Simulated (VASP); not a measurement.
# PtS2 in VASP: single point with PBE+D3(BJ)

Aim: the single point of PtS2 with PBE+D3(BJ).

Everything below comes from runs of VASP 6.6.1. Logs are shortened: lines on timing, memory, paths and dates and some standing lists are left out, and cuts for length are marked.

### 1 The cell of the first run

The cell holds a slab with vacuum, 6 atoms: a = 3.542 Å, b = 3.542 Å, c = 22.467 Å, α = 90.00°, β = 90.00°, γ = 120.00°.

### 2 Single point, PBE+D3(BJ)

File INCAR:

```
ALGO = Normal ; DIPOL = 0.5 0.5 0.390
EDIFF = 1E-6 ; ENCUT = 520
GGA = PE ; IDIPOL = 3
ISIF = 2 ; ISMEAR = 0
IVDW = 12 ; LASPH = T
LCHARG = F ; LDIPOL = T
LREAL = F ; LWAVE = F
NBANDS = 31 ; NELM = 80
PREC = Accurate ; SIGMA = 0.05
```

File KPOINTS:

```
k-points
0
Gamma
  9 9 1
```

File POSCAR:

```
PtS2
1.0
    3.5415278079      0.0000000000      0.0000000000
   -1.7707639039      3.0670530498      0.0000000000
    0.0000000000      0.0000000000     22.4670615492
S Pt
4 2
Direct
    0.6666666667      0.3333333333      0.2002932155
    0.3333333333      0.6666666667      0.3108341854
    0.3333333333      0.6666666667      0.4683981816
    0.6666666667      0.3333333333      0.5789391515
    0.0000000000      0.0000000000      0.2555637004
    1.0000000000      1.0000000000      0.5236686665
```

Potentials or basis: VASP PAW PBE potentials, release 64 (S, Pt).

On the command line:

```
$ cat potpaw_PBE.64/S/POTCAR potpaw_PBE.64/Pt/POTCAR > POTCAR
$ mpirun -np 1 vasp_std > vasp.out
```

OUTCAR:

```text
EDIFF = 1E-6
   ENCUT = 520
   GGA = PE
   ISIF = 2
   ISMEAR = 0
   IVDW = 12
   LASPH = T
   LREAL = F
   NELM = 80
   PREC = Accurate
 IVDW          = 12

 ion  position               nearest neighbor table
   1  0.667  0.333  0.200-   5 2.39   5 2.39   5 2.39
   2  0.333  0.667  0.311-   5 2.39   5 2.39   5 2.39
   3  0.333  0.667  0.468-   6 2.39   6 2.39   6 2.39
   4  0.667  0.333  0.579-   6 2.39   6 2.39   6 2.39
   5  0.000  0.000  0.256-   1 2.39   1 2.39   1 2.39   2 2.39   2 2.39   2 2.39
   6  0.000  0.000  0.524-   3 2.39   3 2.39   3 2.39   4 2.39   4 2.39   4 2.39

  LATTYP: Found a hexagonal cell.
 ALAT       =     3.5415278079
 C/A-ratio  =     6.3438896340

  Lattice vectors:

 A1 = (   3.5415278079,   0.0000000000,   0.0000000000)
 A2 = (  -1.7707639039,   3.0670530498,   0.0000000000)
 A3 = (   0.0000000000,   0.0000000000,  22.4670615492)

Analysis of symmetry for initial positions (statically):
=====================================================================
 Subroutine PRICEL returns:
 Original cell was already a primitive cell.

 Routine SETGRP: Setting up the symmetry group for a
 hexagonal supercell.

 Subroutine GETGRP returns: Found 12 space group operations
 (whereof  6 operations were pure point group operations)
 out of a pool of 24 trial point group operations.

The static configuration has the point symmetry C_3v.
 The point group associated with its full space group is D_3h.

Analysis of symmetry for dynamics (positions and initial velocities):
=====================================================================
 Subroutine PRICEL returns:
 Original cell was already a primitive cell.

 Routine SETGRP: Setting up the symmetry group for a
 hexagonal supercell.

 Subroutine GETGRP returns: Found 12 space group operations
 (whereof  6 operations were pure point group operations)
 out of a pool of 24 trial point group operations.

The dynamic configuration has the point symmetry C_3v.
 The point group associated with its full space group is D_3h.

 Subroutine INISYM returns: Found 12 space group operations
 (whereof  6 operations are pure point group operations),
 and found     1 'primitive' translations

----------------------------------------------------------------------------------------

                                     Primitive cell

  volume of cell :     244.0384
[... 92 lines left out ...]
   POTIM  = 0.5000    time-step for ionic-motion
   TEBEG  =    0.0;   TEEND  =   0.0 temperature during run
   PSTRESS=    0.0 pullay stress
   NELECT =      44.0000    total number of electrons
   NUPDOWN=      -1.0000    fix difference up-down
   EMIN   =  10.00;   EMAX   =-10.00  energy-range for DOS
   EFERMI =   0.00;   METHOD = LEGACY
   ISMEAR =     0;   SIGMA  =   0.05  broadening in eV -4-tet -1-fermi 0-gaus
   EFERMI_NEDOS =   21; number of points for ismear=-14 and -15
   IALGO  =     38    algorithm
   IMIX   =      4    mixing-type and parameters
     AMIX     =   0.40;   BMIX     =  1.00
     AMIX_MAG =   1.60;   BMIX_MAG =  1.00
  volume/ion in A,a.u.               =      40.67       274.48
  Fermi-wavevector in a.u.,A,eV,Ry     =   0.924854  1.747720 11.637800  0.855354
  Thomas-Fermi vector in A             =   2.050645
   LORBIT       =      0    0 simple, 1 ext, 2 COOP (PROOUT), +10 PAW based schemes
   GGA     = PE    functional components
   LHFCALC =     F    Hartree Fock is set to
   AEXX    =    0.0000 exact exchange contribution
   IVDW    =    12    specifies the selected vdW correction
   LEPSILON=     F    determine dielectric tensor
   LRPA    =     F    only Hartree local field effects (RPA)
 non-spin polarized calculation
 Gauss-broadening in eV      SIGMA  =   0.05
  energy-cutoff  :      520.00
  volume of cell :      244.04
 maximum number of plane-waves:      6671
 NGX is ok and might be reduce to    28
   NGX = 13   NGY = 13   NGZ = 83

 dipolmoment           0.000000      0.000000     -0.000004 electrons x Angstroem

 number of electron      44.0000000 magnetization

 dipolmoment           0.000000      0.000000      0.000003 electrons x Angstroem

 Free energy of the ion-electron system (eV)
  ---------------------------------------------------
  ext. energy  EPLUGINS =         0.00000000
  ---------------------------------------------------
  free energy    TOTEN  =       -30.86837088 eV

  energy without entropy =      -30.86837088  energy(sigma->0) =      -30.86837088

 E-fermi :  -0.3159     XC(G=0):  -5.4746

 val. band max:       -0.5556594378   @ k =   0.1111   0.1111   0.0000
 cond. band min:       0.8492751312   @ k =   0.2222   0.0000   0.0000
 fundamental gap:      1.4049345689
 Fermi energy:        -0.3159386097

 k-point     1 :       0.0000    0.0000    0.0000
  band No.  band energies     occupation
      1     -14.9033      2.00000
      2     -14.8637      2.00000
      3     -12.7328      2.00000
      4     -12.6370      2.00000
      5      -6.3837      2.00000
      6      -6.3837      2.00000
[... 397 lines left out ...]
     30       7.9726      0.00000
     31       8.1696      0.00000

------------------------ aborting loop because EDIFF is reached ----------------------------------------

 vacuum level on the upper side and lower side of the slab       (xc-potential included)        -0.285        -0.280

 Edisp (eV)   -1.87355

 E8    (eV) :    -0.7764

  FORCE on cell =-STRESS in cart. coord.  units (eV):
  Direction    XX          YY          ZZ          XY          YZ          ZX
  --------------------------------------------------------------------------------------
  -------------------------------------------------------------------------------------
  Total      -0.46004    -0.46004    -0.36437    -0.00000     0.00000     0.00000
  in kB      -3.02029    -3.02029    -2.39219    -0.00000     0.00000     0.00000
  external pressure =       -2.81 kB  Pullay stress =        0.00 kB

 VOLUME and BASIS-vectors are now :
 -----------------------------------------------------------------------------
  energy-cutoff  :      520.00
  volume of cell :      244.04
      direct lattice vectors                 reciprocal lattice vectors
     3.541527808  0.000000000  0.000000000     0.282364012  0.163022938  0.000000000
    -1.770763904  3.067053050  0.000000000     0.000000000  0.326045877  0.000000000
     0.000000000  0.000000000 22.467061549     0.000000000  0.000000000  0.044509603

 POSITION                                       TOTAL-FORCE (eV/Angst)
 -----------------------------------------------------------------------------------
      1.77076      1.02235      4.50000         0.000000      0.000000      0.039563
     -0.00000      2.04470      6.98353        -0.000000     -0.000000     -0.072915
     -0.00000      2.04470     10.52353        -0.000000     -0.000000      0.072915
      1.77076      1.02235     13.00706         0.000000      0.000000     -0.039563
      0.00000      0.00000      5.74177         0.000000     -0.000000      0.036021
      0.00000      0.00000     11.76530        -0.000000     -0.000000     -0.036021
 -----------------------------------------------------------------------------------
    total drift:                                0.000000      0.000000      0.000072

  FREE ENERGIE OF THE ION-ELECTRON SYSTEM (eV)
  ---------------------------------------------------
  free  energy   TOTEN  =       -32.7419213199 eV

  energy  without entropy=      -32.7419213199  energy(sigma->0) =      -32.74192132

 vacuum level on the upper side and lower side of the slab         5.221         5.224
```

OSZICAR:

```text
N       E                     dE             d eps       ncg     rms          rms(c)
DAV:   1     0.307450128236E+03    0.30745E+03   -0.17997E+04   744   0.117E+03
DAV:   2    -0.355836782968E+01   -0.31101E+03   -0.29422E+03   952   0.226E+02
DAV:   3    -0.327274564401E+02   -0.29169E+02   -0.28462E+02   884   0.736E+01
DAV:   4    -0.335865872749E+02   -0.85913E+00   -0.85675E+00   987   0.140E+01
DAV:   5    -0.336105616549E+02   -0.23974E-01   -0.23964E-01   957   0.217E+00    0.250E+01
DAV:   6    -0.313520884077E+02    0.22585E+01   -0.14084E+01   828   0.281E+01    0.165E+01
DAV:   7    -0.309846937296E+02    0.36739E+00   -0.37241E+00   800   0.156E+01    0.634E+00
DAV:   8    -0.308845091413E+02    0.10018E+00   -0.27032E-01   891   0.363E+00    0.164E+00
DAV:   9    -0.308671792862E+02    0.17330E-01   -0.75142E-02   899   0.201E+00    0.392E-01
DAV:  10    -0.308679721938E+02   -0.79291E-03   -0.74883E-03   920   0.465E-01    0.409E-01
DAV:  11    -0.308680642320E+02   -0.92038E-04   -0.22088E-04   996   0.916E-02    0.346E-01
DAV:  12    -0.308693975648E+02   -0.13333E-02   -0.42494E-03   948   0.267E-01    0.721E-01
DAV:  13    -0.308686630393E+02    0.73453E-03   -0.77260E-04   835   0.119E-01    0.419E-01
DAV:  14    -0.308684944009E+02    0.16864E-03   -0.20573E-04   923   0.580E-02    0.272E-01
DAV:  15    -0.308683811645E+02    0.11324E-03   -0.19414E-04   870   0.529E-02    0.109E-01
DAV:  16    -0.308683783166E+02    0.28479E-05   -0.92196E-06   956   0.173E-02    0.891E-02
DAV:  17    -0.308683698829E+02    0.84337E-05   -0.48889E-05   871   0.270E-02    0.549E-03
DAV:  18    -0.308683708756E+02   -0.99274E-06   -0.15187E-06   710   0.629E-03
   1 F= -.32741921E+02 E0= -.32741921E+02  d E =-.217361E-12
```

stdout:

```text
POSCAR found type information on POSCAR S Pt
 POSCAR found :  2 types and       6 ions
 scaLAPACK will be used
 LDA part: xc-table for (Slater+PW92), standard interpolation
 POSCAR, INCAR and KPOINTS ok, starting setup
 FFT: planning ... GRIDC
 FFT: planning ... GRID_SOFT
 FFT: planning ... GRID
 WAVECAR not read
 entering main loop
```

It took 76 s on 1 thread of AMD EPYC 9R45 (Zen 5), shared host; peak memory 0.34 GiB.

What came out:

```yaml
Free_energy: -32.7419 eV
Largest_force: 0.073 eV/Å
Band_gap_on_the_k_mesh: 1.41 eV, indirect (least direct gap 1.51 eV)
Dispersion_energy_per_atom: -0.312 eV
```

Forces in eV/Å, atoms in the order of the input:
```
S    0.000  0.000  0.040
S    0.000  0.000 -0.073
S    0.000  0.000  0.073
S    0.000  0.000 -0.040
Pt   0.000  0.000  0.036
Pt   0.000  0.000 -0.036
```

Caveat: spin-orbit coupling is left out, which moves the levels of the heavy elements.
